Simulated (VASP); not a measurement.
# InRh (Pm-3m) in VASP: single point with LDA

Aim: the single point of InRh with LDA.

All numbers are computed with VASP 6.6.1; they aren't measurements. Logs are shortened: lines on timing, memory, paths and dates and some standing lists are left out, and cuts for length are marked.

## (1) The cell of the first run

Symmetry: Pm-3m, No. 221, cubic system. Conventional cell: a = 3.196 Å, b = 3.196 Å, c = 3.196 Å, α = 90.00°, β = 90.00°, γ = 90.00°. Within 3.6 Å of In (site symmetry m-3m) lie 8 Rh at 2.77 Å and 6 In at 3.20 Å. Rh (site symmetry m-3m) has 8 In at 2.77 Å and 6 Rh at 3.20 Å within 3.6 Å.

## (2) Single point, LDA

INCAR reads:

```
SYSTEM = InRh
PREC     = Accurate       ! precision mode
ENCUT    = 500            ! plane-wave cutoff, eV
EDIFF    = 1E-6           ! SCF threshold, eV
ISMEAR   = 1              ! smearing method
SIGMA    = 0.3            ! smearing width, eV
LREAL    = .False.        ! projectors in reciprocal space
LASPH    = .True.         ! aspherical terms in the spheres
NELM     = 120            ! most SCF steps
ALGO     = Normal         ! electronic algorithm
ISIF     = 2              ! what is computed and relaxed
LWAVE    = .False.        ! write WAVECAR
LCHARG   = .True.         ! write CHGCAR
LELF     = .True.         ! ELF
LVHAR    = .True.       
NBANDS   = 21             ! bands
GGA_COMPAT= .False.
```

KPOINTS reads:

```
regular mesh
0
Gamma
  4 4 4
  0 0 0
```

POSCAR reads:

```
InRh
1.0
    3.1960000000      0.0000000000      0.0000000000
    0.0000000000      3.1960000000      0.0000000000
    0.0000000000      0.0000000000      3.1960000000
In Rh
1 1
Direct
    0.5000000000      0.5000000000      0.5000000000
    0.0000000000      0.0000000000      0.0000000000
```

Potentials or basis: VASP PAW LDA potentials, release 64 (In_d, Rh_pv).

Run with:

```bash
> cat potpaw_LDA.64/In_d/POTCAR potpaw_LDA.64/Rh_pv/POTCAR > POTCAR
> mpirun -np 1 vasp_std > vasp.out
```

OUTCAR:

```text
SYSTEM = InRh
   PREC = Accurate
   ENCUT = 500
   EDIFF = 1E-6
   ISMEAR = 1
   LREAL = .False.
   LASPH = .True.
   NELM = 120
   ISIF = 2

 ion  position               nearest neighbor table
   1  0.500  0.500  0.500-   2 2.77   2 2.77   2 2.77   2 2.77   2 2.77   2 2.77   2 2.77   2 2.77

   2  0.000  0.000  0.000-   1 2.77   1 2.77   1 2.77   1 2.77   1 2.77   1 2.77   1 2.77   1 2.77

  LATTYP: Found a simple cubic cell.
 ALAT       =     3.1960000000

  Lattice vectors:

 A1 = (   3.1960000000,   0.0000000000,   0.0000000000)
 A2 = (   0.0000000000,   3.1960000000,   0.0000000000)
 A3 = (   0.0000000000,   0.0000000000,   3.1960000000)

Analysis of symmetry for initial positions (statically):
=====================================================================
 Subroutine PRICEL returns:
 Original cell was already a primitive cell.

 Routine SETGRP: Setting up the symmetry group for a
 simple cubic supercell.

 Subroutine GETGRP returns: Found 48 space group operations
 (whereof 48 operations were pure point group operations)
 out of a pool of 48 trial point group operations.

The static configuration has the point symmetry O_h .

Analysis of symmetry for dynamics (positions and initial velocities):
=====================================================================
 Subroutine PRICEL returns:
 Original cell was already a primitive cell.

 Routine SETGRP: Setting up the symmetry group for a
 simple cubic supercell.

 Subroutine GETGRP returns: Found 48 space group operations
 (whereof 48 operations were pure point group operations)
 out of a pool of 48 trial point group operations.

The dynamic configuration has the point symmetry O_h .

 Subroutine INISYM returns: Found 48 space group operations
 (whereof 48 operations are pure point group operations),
 and found     1 'primitive' translations

----------------------------------------------------------------------------------------

                                     Primitive cell

  volume of cell :      32.6453

  direct lattice vectors                    reciprocal lattice vectors
     3.196000000  0.000000000  0.000000000     0.312891114  0.000000000  0.000000000
     0.000000000  3.196000000  0.000000000     0.000000000  0.312891114  0.000000000
     0.000000000  0.000000000  3.196000000     0.000000000  0.000000000  0.312891114

  length of vectors
     3.196000000  3.196000000  3.196000000     0.312891114  0.312891114  0.312891114

  position of ions in fractional coordinates (direct lattice)
     0.500000000  0.500000000  0.500000000
     0.000000000  0.000000000  0.000000000

  ion indices of the primitive-cell ions
   primitive index   ion index
                 1           1
                 2           2

----------------------------------------------------------------------------------------

 KPOINTS: regular mesh

Automatic generation of k-mesh.
 Grid dimensions read from file:
 generate k-points for:    4    4    4

 Generating k-lattice:

  Cartesian coordinates                     Fractional coordinates (reciprocal lattice)
     0.078222778  0.000000000  0.000000000     0.250000000  0.000000000  0.000000000
     0.000000000  0.078222778  0.000000000     0.000000000  0.250000000  0.000000000
     0.000000000  0.000000000  0.078222778     0.000000000  0.000000000  0.250000000

  Length of vectors
     0.078222778  0.078222778  0.078222778

  Shift w.r.t. Gamma in fractional coordinates (k-lattice)
     0.000000000  0.000000000  0.000000000

 Subroutine IBZKPT returns following result:
 ===========================================

 Found     10 irreducible k-points:

 Following reciprocal coordinates:
            Coordinates               Weight
  0.000000  0.000000  0.000000      1.000000
  0.250000  0.000000  0.000000      6.000000
  0.500000  0.000000  0.000000      3.000000
  0.250000  0.250000  0.000000     12.000000
  0.500000  0.250000  0.000000     12.000000
  0.500000  0.500000  0.000000      3.000000
  0.250000  0.250000  0.250000      8.000000
  0.500000  0.250000  0.250000     12.000000
  0.500000  0.500000  0.250000      6.000000
  0.500000  0.500000  0.500000      1.000000
   k-points           NKPTS =     10   k-points in BZ     NKDIM =     10   number of bands    NBANDS=     21
   number of dos      NEDOS =    301   number of ions     NIONS =      2
   total plane-waves  NPLWV =  13824
   dimension x,y,z NGX =    24 NGY =   24 NGZ =   24
   dimension x,y,z NGXF=    48 NGYF=   48 NGZF=   48
   ions per type =               1   1
   NGX,Y,Z   is equivalent  to a cutoff of  12.48, 12.48, 12.48 a.u.
   NGXF,Y,Z  is equivalent  to a cutoff of  24.97, 24.97, 24.97 a.u.
 SYSTEM =  InRh
   PREC   = accura    normal or accurate (medium, high low for compatibility)
   ISTART =      0    job   : 0-new  1-cont  2-samecut
   ICHARG =      2    charge: 1-file 2-atom 10-const
   ISPIN  =      1    spin polarized calculation?
   LNONCOLLINEAR =      F non collinear calculations
   LSORBIT =      F    spin-orbit coupling
   LASPH  =      T    aspherical Exc in radial PAW
   ENCUT  =  500.0 eV  36.75 Ry    6.06 a.u.   5.83  5.83  5.83*2*pi/ulx,y,z
   NELM   =    120;   NELMIN=  2; NELMDL= -5     # of ELM steps
   EDIFF  = 0.1E-05   stopping-criterion for ELM
   LREAL  =      F    real-space projection
   EDIFFG = 0.1E-04   stopping-criterion for IOM
   NSW    =      0    number of steps for IOM
   IBRION =     -1    ionic relax: 0-MD 1-quasi-New 2-CG
   NFREE  =      0    steps in history (QN), initial steepest desc. (CG)
   ISIF   =      2    stress and relaxation
   ISYM   =      2    0-nonsym 1-usesym 2-fastsym
   POTIM  = 0.5000    time-step for ionic-motion
   TEBEG  =    0.0;   TEEND  =   0.0 temperature during run
   PSTRESS=    0.0 pullay stress
   NELECT =      28.0000    total number of electrons
   NUPDOWN=      -1.0000    fix difference up-down
   EMIN   =  10.00;   EMAX   =-10.00  energy-range for DOS
   EFERMI =   0.00;   METHOD = LEGACY
   ISMEAR =     1;   SIGMA  =   0.30  broadening in eV -4-tet -1-fermi 0-gaus
   EFERMI_NEDOS =   21; number of points for ismear=-14 and -15
   IALGO  =     38    algorithm
   IMIX   =      4    mixing-type and parameters
     AMIX     =   0.40;   BMIX     =  1.00
     AMIX_MAG =   1.60;   BMIX_MAG =  1.00
  volume/ion in A,a.u.               =      16.32       110.15
  Fermi-wavevector in a.u.,A,eV,Ry     =   1.555443  2.939361 32.917971  2.419403
  Thomas-Fermi vector in A             =   2.659383
   LORBIT       =      0    0 simple, 1 ext, 2 COOP (PROOUT), +10 PAW based schemes
   GGA     = CA    functional components
   LHFCALC =     F    Hartree Fock is set to
   AEXX    =    0.0000 exact exchange contribution
   IVDW    =     0    specifies the selected vdW correction
   LEPSILON=     F    determine dielectric tensor
   LRPA    =     F    only Hartree local field effects (RPA)
 non-spin polarized calculation
 Methfessel and Paxton  Order N= 1 SIGMA  =   0.30
  energy-cutoff  :      500.00
  volume of cell :       32.65
 maximum number of plane-waves:       840
 NGX is ok and might be reduce to    24
   NGX = 11   NGY = 11   NGZ = 11

 number of electron      28.0000003 magnetization

 Free energy of the ion-electron system (eV)
  ---------------------------------------------------
  ext. energy  EPLUGINS =         0.00000000
  ---------------------------------------------------
  free energy    TOTEN  =       -12.73955223 eV

  energy without entropy =      -12.74334198  energy(sigma->0) =      -12.74081548

 E-fermi :  11.2498     XC(G=0): -13.0992

 val. band max:       10.9437254709   @ k =   0.5000   0.2500   0.2500
 cond. band min:      11.3388529804   @ k =   0.5000   0.2500   0.0000
 fundamental gap:      0.3951275095
 Fermi energy:        11.2497754202

 k-point     1 :       0.0000    0.0000    0.0000
  band No.  band energies     occupation
      1     -34.5234      2.00000
      2     -34.5234      2.00000
      3     -34.5234      2.00000
      4      -3.5775      2.00000
      5      -3.5775      2.00000
      6      -3.0697      2.00000
[... 13 lines left out ...]
     20      23.2103      0.00000
     21      27.4267      0.00000

 k-point     2 :       0.2500    0.0000    0.0000
  band No.  band energies     occupation
      1     -34.5581      2.00000
      2     -34.5210      2.00000
      3     -34.5210      2.00000
      4      -3.5367      2.00000
      5      -3.3586      2.00000
      6      -3.1314      2.00000
[... 13 lines left out ...]
     20      26.9759      0.00000
     21      27.1837      0.00000

 k-point     3 :       0.5000    0.0000    0.0000
  band No.  band energies     occupation
      1     -34.5926      2.00000
      2     -34.5186      2.00000
      3     -34.5186      2.00000
      4      -3.4954      2.00000
      5      -3.1921      2.00000
      6      -3.1921      2.00000
[... 13 lines left out ...]
     20      22.9672      0.00000
     21      22.9941      0.00000

 k-point     4 :       0.2500    0.2500    0.0000
  band No.  band energies     occupation
      1     -34.5557      2.00000
      2     -34.5539      2.00000
      3     -34.5183      2.00000
      4      -3.4338      2.00000
      5      -3.2511      2.00000
      6      -3.2110      2.00000
[... 13 lines left out ...]
     20      25.3940      0.00000
     21      27.4885      0.00000

 k-point     5 :       0.5000    0.2500    0.0000
  band No.  band energies     occupation
      1     -34.5884      2.00000
      2     -34.5515      2.00000
      3     -34.5155      2.00000
      4      -3.3912      2.00000
      5      -3.3625      2.00000
      6      -3.2219      2.00000
[... 13 lines left out ...]
     20      24.3306      0.00000
     21      24.3819      0.00000

 k-point     6 :       0.5000    0.5000    0.0000
  band No.  band energies     occupation
      1     -34.5842      2.00000
      2     -34.5842      2.00000
      3     -34.5124      2.00000
      4      -3.5195      2.00000
      5      -3.3469      2.00000
      6      -3.2519      2.00000
[... 13 lines left out ...]
     20      22.9578      0.00000
     21      26.4506      0.00000

 k-point     7 :       0.2500    0.2500    0.2500
  band No.  band energies     occupation
      1     -34.5524      2.00000
      2     -34.5513      2.00000
      3     -34.5513      2.00000
      4      -3.2604      2.00000
      5      -3.2332      2.00000
      6      -3.2332      2.00000
[... 13 lines left out ...]
     20      22.4923      0.00000
     21      27.9164      0.00000

 k-point     8 :       0.5000    0.2500    0.2500
  band No.  band energies     occupation
      1     -34.5850      2.00000
      2     -34.5488      2.00000
      3     -34.5484      2.00000
      4      -3.3810      2.00000
      5      -3.3010      2.00000
      6      -3.2334      2.00000
[... 13 lines left out ...]
     20      23.3271      0.00000
     21      25.8449      0.00000

 k-point     9 :       0.5000    0.5000    0.2500
  band No.  band energies     occupation
      1     -34.5815      2.00000
      2     -34.5815      2.00000
      3     -34.5457      2.00000
      4      -3.4549      2.00000
      5      -3.3228      2.00000
      6      -3.3228      2.00000
[... 13 lines left out ...]
     20      20.6492      0.00000
     21      22.1890      0.00000

 k-point    10 :       0.5000    0.5000    0.5000
  band No.  band energies     occupation
      1     -34.5789      2.00000
      2     -34.5789      2.00000
      3     -34.5789      2.00000
      4      -3.3923      2.00000
      5      -3.3923      2.00000
      6      -3.3923      2.00000
[... 13 lines left out ...]
     20      17.0529     -0.00000
     21      18.2091      0.00000

------------------------ aborting loop because EDIFF is reached ----------------------------------------

  FORCE on cell =-STRESS in cart. coord.  units (eV):
  Direction    XX          YY          ZZ          XY          YZ          ZX
  --------------------------------------------------------------------------------------
  -------------------------------------------------------------------------------------
  Total       -0.9196679     -0.9196679     -0.9196679     -0.0000000     -0.0000000     -0.0000000
  in kB      -45.1358182    -45.1358182    -45.1358182     -0.0000000     -0.0000000     -0.0000000
  external PRESSURE =     -45.1358182 kB  Pullay stress =       0.0000000 kB

 VOLUME and BASIS-vectors are now :
 -----------------------------------------------------------------------------
  energy-cutoff  :      500.00
  volume of cell :       32.65
      direct lattice vectors                 reciprocal lattice vectors
     3.196000000  0.000000000  0.000000000     0.312891114  0.000000000  0.000000000
     0.000000000  3.196000000  0.000000000     0.000000000  0.312891114  0.000000000
     0.000000000  0.000000000  3.196000000     0.000000000  0.000000000  0.312891114

 POSITION                                       TOTAL-FORCE (eV/Angst)
 -----------------------------------------------------------------------------------
      1.59800      1.59800      1.59800         0.000000      0.000000      0.000000
      0.00000      0.00000      0.00000         0.000000      0.000000      0.000000
 -----------------------------------------------------------------------------------
    total drift:                                0.000000      0.000000     -0.000000

  FREE ENERGIE OF THE ION-ELECTRON SYSTEM (eV)
  ---------------------------------------------------
  free  energy   TOTEN  =       -12.7395522269 eV

  energy  without entropy=      -12.7433419843  energy(sigma->0) =      -12.74081548
```

Wall time 9.2 s (1 thread of Intel Xeon 8259CL, shared host); peak memory 0.13 GiB.

Results:

```
Free energy            : -12.7396 eV
Pressure               : -4.5 GPa
Band gap on the k mesh : zero (bands 14 and 15 overlap by 1.53 eV)
```

Caveat: the k points lie up to 0.49 Å⁻¹ apart, too coarse for converged energies and pressures of a metal; so wide a smearing shifts energies and pressures; spin-orbit coupling is left out, which moves the levels of the heavy elements.

The gap in the log of VASP goes by the Fermi energy; the results here count the filled bands.